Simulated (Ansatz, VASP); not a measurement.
As in VASP and in Ansatz

Contents of INCAR:

```
PREC = Accurate
ENCUT = 520
EDIFF = 1E-7
ISMEAR = 0
SIGMA = 0.02
LREAL = False
LASPH = True
NELM = 80
ALGO = Normal
ISIF = 2
LWAVE = False
LCHARG = True
LDIPOL = True
IDIPOL = 3
DIPOL = 0.5 0.5 0.500
GGA = PE
IVDW = 12
LELF = True
LVHAR = True
LVACPOTAV = True
NBANDS = 12
```

Contents of KPOINTS:

```
Automatic mesh
0
Gamma
  9 9 1
```

POSCAR

```
As
1.0
    3.5780000000      0.0000000000      0.0000000000
   -1.7890000000      3.0986388948      0.0000000000
    0.0000000000      0.0000000000     28.5742413766
As
2
Direct
    0.3333333333      0.6666666667      0.4947680151
    0.6666666667      0.3333333333      0.5052319849
```

Input for Ansatz:

```yaml
crystal:
  lattice:
    - [3.578, 0.0, 0.0]
    - [-1.789, 3.0986388948, 0.0]
    - [0.0, 0.0, 28.5742413766]
  atoms:
    - { symbol: As, position: [0.3333333333, 0.6666666667, 0.4947680151] }
    - { symbol: As, position: [0.6666666667, 0.3333333333, 0.5052319849] }
  periodic: [true, true, false]
basis:
  ecutwfc: 420
kpoints:
  mp_grid: { grid: [9, 9, 1] }
hamiltonian:
  xc: pbe
  dispersion: d3bj
scf:
  occupations: { method: gaussian, width: 0.02 }
output:
  forces: true
  stress: true
  eigenvalues: true
```

Alike in both runs: task single point; functional PBE; dispersion D3(BJ); k mesh 9 × 9 × 1; occupations gaussian, width 0.02 eV; no spin polarisation.

|  | VASP | Ansatz |
| --- | --- | --- |
| version | VASP 6.6.1 | Ansatz 0.2.0 |
| potentials or method | VASP PAW PBE potentials, release 64 (As), cutoff 520 eV | scalar-relativistic, plane waves, PAW |
| valence electrons in the cell | 10 | 30 |

```csv
,VASP,Ansatz,Ansatz less VASP
gap on the k mesh at the Fermi level (eV),none,none,-
rms of the force components (eV/Å),1.872,1.849,-0.0227
"work function, face that differs most (eV)",3.92,3.92,+0.009
```

Atom by atom the forces differ by 0.023 eV/Å (rms over components). A gap of «none» marks a metal or a gap that the smearing closes. VASP's potentials hold 10 valence electrons a cell and Ansatz's 30, so a difference there can come from the potentials and not from the codes.
